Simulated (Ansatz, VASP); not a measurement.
# Two plane-wave programs on BaF2

Contents of INCAR:

```
  PREC = Accurate
  ENCUT = 600
  EDIFF = 1E-6
  ISMEAR = 0
  SIGMA = 0.0108
  LREAL = False
  LASPH = True
  NELM = 200
  ALGO = Normal
  ISIF = 2
  LWAVE = False
  LCHARG = False
  ISPIN = 2
  MAGMOM = 0.2 0.2 0.2
  LORBIT = 11
  GGA = CA
  NBANDS = 23
  GGA_COMPAT = False
```

KPOINTS

```
regular mesh
0
Gamma
  5 5 5
```

File POSCAR:

```
BaF2
1.0
    0.0000000000      3.1347970000      3.1347970000
    3.1347970000      0.0000000000      3.1347970000
    3.1347970000      3.1347970000      0.0000000000
Ba F
1 2
Direct
    0.0000000000      0.0000000000      0.0000000000
    0.2500000000      0.2500000000      0.2500000000
    0.7500000000      0.7500000000      0.7500000000
```

Input for Ansatz:

```yaml
crystal:
  lattice:
    - [0.0, 3.134797, 3.134797]
    - [3.134797, 0.0, 3.134797]
    - [3.134797, 3.134797, 0.0]
  atoms:
    - { symbol: Ba, position: [0.0, 0.0, 0.0], spin: 0.2 }
    - { symbol: F, position: [0.25, 0.25, 0.25], spin: 0.2 }
    - { symbol: F, position: [0.75, 0.75, 0.75], spin: 0.2 }
  symmetry: { tolerance: 0.0003 }
kpoints:
  mp_grid: { grid: [5, 5, 5], shift: [0, 0, 0] }
magnetization:
  spin_polarized: true
scf:
  occupations: { method: gaussian, width: 0.0108 }
  lower_state_search: "off"
hamiltonian:
  pseudopotentials: { kind: paw }
  xc: lda
basis:
  ecutwfc: 500
output:
  forces: true
  stress: true
  eigenvalues: true
```

Alike in both runs: task single point; functional LDA; k mesh 5 × 5 × 5; occupations gaussian, width 0.0108 eV; collinear spin.

|  | VASP | Ansatz |
| --- | --- | --- |
| version | VASP 6.6.1 | Ansatz 0.2.0 |
| potentials or method | VASP PAW LDA potentials, release 64 (Ba_sv, F), cutoff 600 eV | PAW plane waves |
| valence electrons in the cell | 24 | 24 |

|  | VASP | Ansatz | Ansatz less VASP |
| --- | --- | --- | --- |
| gap on the k mesh at the Fermi level (eV) | 6.25 | 6.32 | +0.064 |
| pressure (GPa) | -5.1 | -6.1 | -0.93 |
| net moment per atom (μB) | 0.00 | 0.00 | 0.000 |

LDA's correlation is that of Perdew and Zunger in VASP and of Perdew and Wang (1992) in Ansatz. Ansatz's warnings: seeded moment not kept.

Spin-orbit coupling is off throughout.
